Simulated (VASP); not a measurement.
# GaP (F-43m) in VASP: a series of runs

GaP is run at these levels: PBE, PBE-based screened hybrid with 35 % exact exchange, PBE-based global hybrid with 15 % exact exchange; tasks: single point.

Program: VASP 6.6.1. These are calculated values, not measurements. Logs are shortened: lines on timing, memory, paths and dates and some standing lists are left out, and cuts for length are marked.

### 1 The cell of the first run

It takes space group F-43m (No. 216, cubic). The conventional cell has a = 5.451 Å, b = 5.451 Å, c = 5.451 Å, α = 90.00°, β = 90.00°, γ = 90.00°. Ga (site symmetry -43m) has 4 P at 2.36 Å within 3.1 Å. P (site symmetry -43m) has 4 Ga at 2.36 Å within 3.1 Å.

### 2 Single point, PBE

INCAR reads:

```
PREC = Accurate
ENCUT = 520
EDIFF = 1E-7
ISMEAR = 0
SIGMA = 0.05
LREAL = F
LASPH = T
NELM = 60
ALGO = Normal
ISIF = 2
LWAVE = F
LCHARG = F
GGA = PE
NBANDS = 16
```

KPOINTS reads:

```
Automatic mesh
0
Gamma
  4 4 4
```

POSCAR reads:

```
GaP
1.0
    0.0000000000      2.7252500963      2.7252500963
    2.7252500963      0.0000000000      2.7252500963
    2.7252500963      2.7252500963      0.0000000000
Ga P
1 1
Direct
    0.0000000000      0.0000000000      0.0000000000
    0.7500000000      0.7500000000      0.7500000000
```

Potentials or basis: VASP PAW PBE potentials, release 64 (Ga_d, P).

Run with:

```bash
cat potpaw_PBE.64/Ga_d/POTCAR potpaw_PBE.64/P/POTCAR > POTCAR
mpirun -np 1 vasp_std > vasp.out
```

OUTCAR:

```text
PREC = Accurate
   ENCUT = 520
   EDIFF = 1E-7
   ISMEAR = 0
   LREAL = F
   LASPH = T
   NELM = 60
   ISIF = 2
   GGA = PE

 ion  position               nearest neighbor table
   1  0.000  0.000  0.000-   2 2.36   2 2.36   2 2.36   2 2.36
   2  0.750  0.750  0.750-   1 2.36   1 2.36   1 2.36   1 2.36

  LATTYP: Found a face centered cubic cell.
 ALAT       =     5.4505001926

  Lattice vectors:

 A1 = (   0.0000000000,   2.7252500963,   2.7252500963)
 A2 = (   2.7252500963,   0.0000000000,   2.7252500963)
 A3 = (   2.7252500963,   2.7252500963,   0.0000000000)

Analysis of symmetry for initial positions (statically):
=====================================================================
 Subroutine PRICEL returns:
 Original cell was already a primitive cell.

 Routine SETGRP: Setting up the symmetry group for a
 face centered cubic supercell.

 Subroutine GETGRP returns: Found 24 space group operations
 (whereof 24 operations were pure point group operations)
 out of a pool of 48 trial point group operations.

The static configuration has the point symmetry T_d .

Analysis of symmetry for dynamics (positions and initial velocities):
=====================================================================
 Subroutine PRICEL returns:
 Original cell was already a primitive cell.

 Routine SETGRP: Setting up the symmetry group for a
 face centered cubic supercell.

 Subroutine GETGRP returns: Found 24 space group operations
 (whereof 24 operations were pure point group operations)
 out of a pool of 48 trial point group operations.

The dynamic configuration has the point symmetry T_d .

 Subroutine INISYM returns: Found 24 space group operations
 (whereof 24 operations are pure point group operations),
 and found     1 'primitive' translations

----------------------------------------------------------------------------------------

                                     Primitive cell

  volume of cell :      40.4808

  direct lattice vectors                    reciprocal lattice vectors
     0.000000000  2.725250096  2.725250096    -0.183469400  0.183469400  0.183469400
     2.725250096  0.000000000  2.725250096     0.183469400 -0.183469400  0.183469400
     2.725250096  2.725250096  0.000000000     0.183469400  0.183469400 -0.183469400

  length of vectors
     3.854085647  3.854085647  3.854085647     0.317778322  0.317778322  0.317778322

  position of ions in fractional coordinates (direct lattice)
     0.000000000  0.000000000  0.000000000
[... 61 lines left out ...]
   EDIFF  = 0.1E-06   stopping-criterion for ELM
   LREAL  =      F    real-space projection
   EDIFFG = 0.1E-05   stopping-criterion for IOM
   NSW    =      0    number of steps for IOM
   IBRION =     -1    ionic relax: 0-MD 1-quasi-New 2-CG
   NFREE  =      0    steps in history (QN), initial steepest desc. (CG)
   ISIF   =      2    stress and relaxation
   ISYM   =      2    0-nonsym 1-usesym 2-fastsym
   POTIM  = 0.5000    time-step for ionic-motion
   TEBEG  =    0.0;   TEEND  =   0.0 temperature during run
   PSTRESS=    0.0 pullay stress
   NELECT =      18.0000    total number of electrons
   NUPDOWN=      -1.0000    fix difference up-down
   EMIN   =  10.00;   EMAX   =-10.00  energy-range for DOS
   EFERMI =   0.00;   METHOD = LEGACY
   ISMEAR =     0;   SIGMA  =   0.05  broadening in eV -4-tet -1-fermi 0-gaus
   EFERMI_NEDOS =   21; number of points for ismear=-14 and -15
   IALGO  =     38    algorithm
   IMIX   =      4    mixing-type and parameters
     AMIX     =   0.40;   BMIX     =  1.00
     AMIX_MAG =   1.60;   BMIX_MAG =  1.00
  volume/ion in A,a.u.               =      20.24       136.59
  Fermi-wavevector in a.u.,A,eV,Ry     =   1.249538  2.361284 21.243375  1.561344
  Thomas-Fermi vector in A             =   2.383573
   LORBIT       =      0    0 simple, 1 ext, 2 COOP (PROOUT), +10 PAW based schemes
   GGA     = PE    functional components
   LHFCALC =     F    Hartree Fock is set to
   AEXX    =    0.0000 exact exchange contribution
   IVDW    =     0    specifies the selected vdW correction
   LEPSILON=     F    determine dielectric tensor
   LRPA    =     F    only Hartree local field effects (RPA)
 non-spin polarized calculation
 Gauss-broadening in eV      SIGMA  =   0.05
  energy-cutoff  :      520.00
  volume of cell :       40.48
 maximum number of plane-waves:      1106
 NGX is ok and might be reduce to    30
   NGX = 15   NGY = 15   NGZ = 15

 number of electron      17.9999989 magnetization

 Free energy of the ion-electron system (eV)
  ---------------------------------------------------
  ext. energy  EPLUGINS =         0.00000000
  ---------------------------------------------------
  free energy    TOTEN  =        -8.97607901 eV

  energy without entropy =       -8.97607901  energy(sigma->0) =       -8.97607901

 E-fermi :   4.9455     XC(G=0):  -9.8105

 val. band max:        4.6990441620   @ k =   0.0000   0.0000   0.0000
 cond. band min:       6.3277557299   @ k =   0.5000   0.5000   0.0000
 fundamental gap:      1.6287115679
 Fermi energy:         4.9455342320

 k-point     1 :       0.0000    0.0000    0.0000
  band No.  band energies     occupation
      1      -9.8993      2.00000
      2      -9.8993      2.00000
      3      -9.8993      2.00000
      4      -9.8010      2.00000
      5      -9.8010      2.00000
      6      -7.8011      2.00000
[... 129 lines left out ...]
      3      -9.8399      2.00000
      4      -9.8160      2.00000
      5      -9.7922      2.00000
      6      -4.7310      2.00000
[... 8 lines left out ...]
     15      16.5833      0.00000
     16      18.4202      0.00000

------------------------ aborting loop because EDIFF is reached ----------------------------------------

  FORCE on cell =-STRESS in cart. coord.  units (eV):
  Direction    XX          YY          ZZ          XY          YZ          ZX
  --------------------------------------------------------------------------------------
  -------------------------------------------------------------------------------------
  Total        0.7328019      0.7328019      0.7328019     -0.0000000     -0.0000000      0.0000000
  in kB       29.0033434     29.0033434     29.0033434     -0.0000000     -0.0000000      0.0000000
  external PRESSURE =      29.0033434 kB  Pullay stress =       0.0000000 kB

 VOLUME and BASIS-vectors are now :
 -----------------------------------------------------------------------------
  energy-cutoff  :      520.00
  volume of cell :       40.48
      direct lattice vectors                 reciprocal lattice vectors
     0.000000000  2.725250096  2.725250096    -0.183469400  0.183469400  0.183469400
     2.725250096  0.000000000  2.725250096     0.183469400 -0.183469400  0.183469400
     2.725250096  2.725250096  0.000000000     0.183469400  0.183469400 -0.183469400

 POSITION                                       TOTAL-FORCE (eV/Angst)
 -----------------------------------------------------------------------------------
      0.00000      0.00000      0.00000        -0.000000     -0.000000     -0.000000
      4.08788      4.08788      4.08788         0.000000      0.000000      0.000000
 -----------------------------------------------------------------------------------
    total drift:                               -0.000002     -0.000002     -0.000002

  FREE ENERGIE OF THE ION-ELECTRON SYSTEM (eV)
  ---------------------------------------------------
  free  energy   TOTEN  =        -8.9760790086 eV

  energy  without entropy=       -8.9760790086  energy(sigma->0) =       -8.97607901
```

OSZICAR:

```text
N       E                     dE             d eps       ncg     rms          rms(c)
DAV:   1     0.746626029720E+02    0.74663E+02   -0.88761E+03   264   0.159E+03
DAV:   2    -0.379248612837E+01   -0.78455E+02   -0.75266E+02   312   0.292E+02
DAV:   3    -0.919375147215E+01   -0.54013E+01   -0.53878E+01   304   0.618E+01
DAV:   4    -0.927270556141E+01   -0.78954E-01   -0.78877E-01   336   0.817E+00
DAV:   5    -0.927427803324E+01   -0.15725E-02   -0.15724E-02   296   0.102E+00    0.428E+00
DAV:   6    -0.900494077052E+01    0.26934E+00   -0.40226E-01   400   0.108E+01    0.286E+00
DAV:   7    -0.897443245319E+01    0.30508E-01   -0.10543E-01   336   0.217E+00    0.115E+00
DAV:   8    -0.897536502018E+01   -0.93257E-03   -0.15590E-02   312   0.149E+00    0.209E-01
DAV:   9    -0.897590324983E+01   -0.53823E-03   -0.15345E-03   320   0.540E-01    0.836E-02
DAV:  10    -0.897599291719E+01   -0.89667E-04   -0.12567E-04   368   0.122E-01    0.412E-02
DAV:  11    -0.897607886387E+01   -0.85947E-04   -0.11483E-04   304   0.892E-02    0.492E-03
DAV:  12    -0.897607858857E+01    0.27530E-06   -0.31066E-06   320   0.227E-02    0.344E-03
DAV:  13    -0.897607900268E+01   -0.41411E-06   -0.96970E-07   312   0.809E-03    0.200E-03
DAV:  14    -0.897607900861E+01   -0.59281E-08   -0.25109E-08   264   0.151E-03
   1 F= -.89760790E+01 E0= -.89760790E+01  d E =-.368688E-13
```

stdout:

```text
POSCAR found type information on POSCAR GaP
 POSCAR found :  2 types and       2 ions
 scaLAPACK will be used
 LDA part: xc-table for (Slater+PW92), standard interpolation
 POSCAR, INCAR and KPOINTS ok, starting setup
 FFT: planning ... GRIDC
 FFT: planning ... GRID_SOFT
 FFT: planning ... GRID
 WAVECAR not read
 entering main loop
```

Run time: 6.6 s. Hardware: 1 thread of AMD EPYC 7R13 (Zen 3), shared host; peak memory 0.13 GiB.

Results:

```yaml
Free_energy: -8.9761 eV
Pressure: 2.9 GPa
Band_gap_on_the_k_mesh: 1.63 eV (least direct gap 1.82 eV)
```

Levels at points of the mesh, in eV from the valence-band top:
| k point | band 7 | band 8 | band 9 | band 10 | band 11 | band 12 |
| --- | --- | --- | --- | --- | --- | --- |
| (0.00, 0.00, 0.00) | 0.00 | 0.00 | 0.00 | 1.82 | 3.86 | 3.86 |
| (0.50, 0.00, 0.00) | -6.65 | -1.12 | -1.12 | 1.65 | 4.69 | 4.69 |
| (0.50, 0.50, 0.00) | -6.78 | -2.69 | -2.69 | 1.63 | 1.80 | 10.58 |

Caveat: the k points lie up to 0.50 Å⁻¹ apart. A k mesh can miss the band edges.

### 3 Single point, PBE

INCAR reads:

```
ALGO = Normal
EDIFF = 1E-6
ENCUT = 520
GGA = PE
ISIF = 2
ISMEAR = 0
LASPH = T
LCHARG = T
LELF = T
LREAL = F
LVHAR = T
LWAVE = F
NBANDS = 16
NELM = 80
PREC = Accurate
SIGMA = 0.05
```

KPOINTS reads:

```
k-points
0
Gamma
  8 8 8
```

POSCAR is that of step 2.

Potentials or basis: VASP PAW PBE potentials, release 64 (Ga_d, P).

Run with:

```bash
cat potpaw_PBE.64/Ga_d/POTCAR potpaw_PBE.64/P/POTCAR > POTCAR
mpirun -np 1 vasp_std > vasp.out
```

It took 15 s on 1 thread of AMD EPYC 7R13 (Zen 3), shared host; peak memory 0.14 GiB.

Results (log left out):

```
Free energy            : -9.1161 eV
Pressure               : 2.4 GPa
Band gap on the k mesh : 1.64 eV (least direct gap 1.83 eV)
```

Levels at points of the mesh, in eV from the valence-band top:
```tsv
k point	band 6	band 7	band 8	band 9	band 10	band 11	band 12	band 13
(0.00, 0.00, 0.00)	-12.49	0.00	0.00	0.00	1.83	3.89	3.89	3.89
(0.50, 0.00, 0.00)	-10.43	-6.63	-1.12	-1.12	1.67	4.72	4.72	8.29
(0.50, 0.50, 0.00)	-9.53	-6.75	-2.68	-2.68	1.65	1.82	10.60	10.60
```

A k mesh can miss the band edges.

### 4 Single point, PBE-based screened hybrid with 35 % exact exchange

POSCAR is that of step 3.

INCAR.step1 reads:

```
SYSTEM = GaP
PREC     = Accurate       ! precision mode
ENCUT    = 520            ! plane-wave cutoff, eV
EDIFF    = 1E-5           ! SCF threshold, eV
ISMEAR   = 0              ! smearing method
SIGMA    = 0.05           ! smearing width, eV
LREAL    = .FALSE.        ! projectors in reciprocal space
LASPH    = .TRUE.         ! aspherical terms in the spheres
NELM     = 80             ! most SCF steps
ALGO     = Normal         ! electronic algorithm
ISIF     = 2              ! what is computed and relaxed
LWAVE    = .TRUE.         ! write WAVECAR
GGA      = PE             ! functional
NBANDS   = 16             ! bands
```

INCAR.step2 reads:

```
SYSTEM = GaP
PREC     = Accurate       ! precision mode
ENCUT    = 520            ! plane-wave cutoff, eV
EDIFF    = 1E-7           ! SCF threshold, eV
ISMEAR   = 0              ! smearing method
SIGMA    = 0.05           ! smearing width, eV
LREAL    = .FALSE.        ! projectors in reciprocal space
LASPH    = .TRUE.         ! aspherical terms in the spheres
NELM     = 80             ! most SCF steps
ALGO     = Normal         ! electronic algorithm
ISIF     = 2              ! what is computed and relaxed
LWAVE    = .FALSE.        ! write WAVECAR
LCHARG   = .TRUE.         ! write CHGCAR
GGA      = PE             ! functional
LHFCALC  = .TRUE.         ! exact exchange
AEXX     = 0.35           ! exact-exchange fraction
HFSCREEN = 0.1            ! screening, 1/A
PRECFOCK = Normal       
LELF     = .TRUE.         ! ELF
LVHAR    = .TRUE.       
ISTART   = 1            
NBANDS   = 16             ! bands
```

KPOINTS reads:

```
Automatic mesh
0
G
  4 4 4
  0 0 0
```

Run with:

```bash
cat potpaw_PBE.64/Ga_d/POTCAR potpaw_PBE.64/P/POTCAR > POTCAR
cp INCAR.step1 INCAR
mpirun -np 1 vasp_std > vasp.out
cp INCAR.step2 INCAR
mpirun -np 1 vasp_std > vasp.out
```

Wall time 7.2 min (1 thread of AMD EPYC 7R13 (Zen 3), shared host); peak memory 0.24 GiB.

Results (log left out):

- Free energy: -12.0509 eV
- Pressure: -0.2 GPa
- Band gap on the k mesh: 3.06 eV (least direct gap 3.76 eV)

Levels at points of the mesh, in eV from the valence-band top:
| k point | band 7 | band 8 | band 9 | band 10 | band 11 | band 12 |
| --- | --- | --- | --- | --- | --- | --- |
| (0.00, 0.00, 0.00) | 0.00 | 0.00 | 0.00 | 3.76 | 5.65 | 5.65 |
| (0.50, 0.00, 0.00) | -7.50 | -1.26 | -1.26 | 3.40 | 6.50 | 6.50 |
| (0.50, 0.50, 0.00) | -7.59 | -3.04 | -3.04 | 3.06 | 3.39 | 13.21 |

Caveat: the k points lie up to 0.50 Å⁻¹ apart; the PAW data sets were made with another functional, which shifts forces and pressure a little.

[end of part 1 of 2]
